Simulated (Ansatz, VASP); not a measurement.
WSe2: VASP beside Ansatz

INCAR

```
SYSTEM = WSe2
PREC     = Accurate       ! precision mode
ENCUT    = 520            ! plane-wave cutoff, eV
EDIFF    = 1E-6           ! SCF threshold, eV
ISMEAR   = 0              ! smearing method
SIGMA    = 0.05           ! smearing width, eV
LREAL    = .False.        ! projectors in reciprocal space
LASPH    = .True.         ! aspherical terms in the spheres
NELM     = 60             ! most SCF steps
ALGO     = Normal         ! electronic algorithm
ISIF     = 2              ! what is computed and relaxed
LWAVE    = .False.        ! write WAVECAR
LCHARG   = .False.        ! write CHGCAR
NBANDS   = 20             ! bands
```

File KPOINTS:

```
regular mesh
0
Gamma
  12 12 2
  0 0 0
```

File POSCAR:

```
WSe2
1.0
    3.3179375931      0.0000000000      0.0000000000
   -1.6589687966      2.8734182438      0.0000000000
    0.0000000000      0.0000000000     16.6581424200
W Se
1 2
Direct
    0.0000000000      0.0000000000      0.0000000000
    0.2324855892      0.5928409941      0.0997865200
    0.4341810775      0.7404923392      0.9002134800
```

Input for Ansatz:

```yaml
crystal:
  lattice:
    - [3.3179375931, 0.0, 0.0]
    - [-1.6589687966, 2.8734182438, 0.0]
    - [0.0, 0.0, 16.65814242]
  atoms:
    - { symbol: W, position: [0.0, 0.0, 0.0] }
    - { symbol: Se, position: [0.2324855892, 0.5928409941, 0.09978652] }
    - { symbol: Se, position: [0.4341810775, 0.7404923392, 0.90021348] }
basis:
  ecutwfc: 420
kpoints:
  mp_grid: { grid: [12, 12, 2] }
hamiltonian:
  xc: lda
scf:
  occupations: { method: gaussian, width: 0.05 }
output:
  forces: true
  stress: true
  eigenvalues: true
```

Change from the starting cell: mode 4 (168.4 1/cm) frozen in, largest displacement -0.300 Å.

Alike in both runs: task single point; functional LDA; k mesh 12 × 12 × 2; occupations gaussian, width 0.05 eV; no spin polarisation.

|  | VASP | Ansatz |
| --- | --- | --- |
| version | VASP 6.6.1 | Ansatz 0.2.0 |
| potentials or method | VASP PAW LDA potentials, release 64 (W_sv, Se), cutoff 520 eV | scalar-relativistic, plane waves, PAW |
| valence electrons in the cell | 26 | 46 |

```csv
,VASP,Ansatz,Ansatz less VASP
gap on the k mesh at the Fermi level (eV),1.37,1.36,-0.004
least direct gap on the mesh (eV),1.37,1.36,-0.004
rms of the force components (eV/Å),1.296,1.274,-0.0226
```

LDA's correlation is that of Perdew and Zunger in VASP and of Perdew and Wang (1992) in Ansatz. Atom by atom the forces differ by 0.049 eV/Å (rms over components). VASP's potentials hold 26 valence electrons a cell and Ansatz's 46, so a difference there can come from the potentials and not from the codes.

Neither program's run includes spin-orbit coupling.
